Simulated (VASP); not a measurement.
Co:

```
CELL_PARAMETERS angstrom
2.48736 0.00000 0.00000
-1.24368 2.15412 0.00000
0.00000 0.00000 4.06329
ATOMIC_POSITIONS crystal
Co 0.33333 0.66667 0.74014
Co 0.66667 0.33333 0.25986
```

| Quantity | Value |
| --- | --- |
| Program | VASP 6.6.1 |
| Task | relaxation of cell and atoms |
| Functional | revPBE |
| Dispersion | D4 |
| Potentials or basis | VASP PAW PBE potentials, release 64 (Co) |
| Cutoff | 600 eV |
| k mesh | 12 × 12 × 7 |
| Occupations | fermi-dirac, width 0.05 eV |
| Spin | collinear spin, ferromagnetic start |
| Starting moments | [2.0, 2.0] μB |

At the start: pressure -6.3 GPa; volume 10.89 Å³/atom.

Task: How do energy, volume and symmetry change on relaxing?

Result: Over 7 steps the energy falls by 19.3 meV/atom and the volume is 10.51 Å³/atom (-3.5 %); space group P6_3/mmc (No. 194, to 0.05 Å); moment 3.19 μB per cell.

The path:
```
step  energy change (eV)  largest force (eV/Å)  pressure (GPa)  volume (Å³)
   1              0.0000                0.5010           -6.25        21.77
   2             -0.0237                0.2852            6.44        20.46
   3             -0.0289                0.3695            2.34        20.83
   4             -0.0386                0.0010            0.61        20.96
   5             -0.0386                0.0045            0.59        20.96
   6             -0.0386                0.0129           -0.52        21.07
   7             -0.0387                0.0049           -0.01        21.02
```

Final structure:
```xyz
2
Lattice="2.4692 0.0000 0.0000 -1.2346 2.1384 0.0000 0.0000 0.0000 3.9804" Properties=species:S:1:pos:R:3 pbc="T T T"
Co    0.0000    1.4256    2.9850
Co    1.2346    0.7128    0.9954
```

Caveat: the PAW data sets were made with another functional, which shifts forces and pressure a little; pairwise dispersion overbinds metals, which lowers pressure and volume.
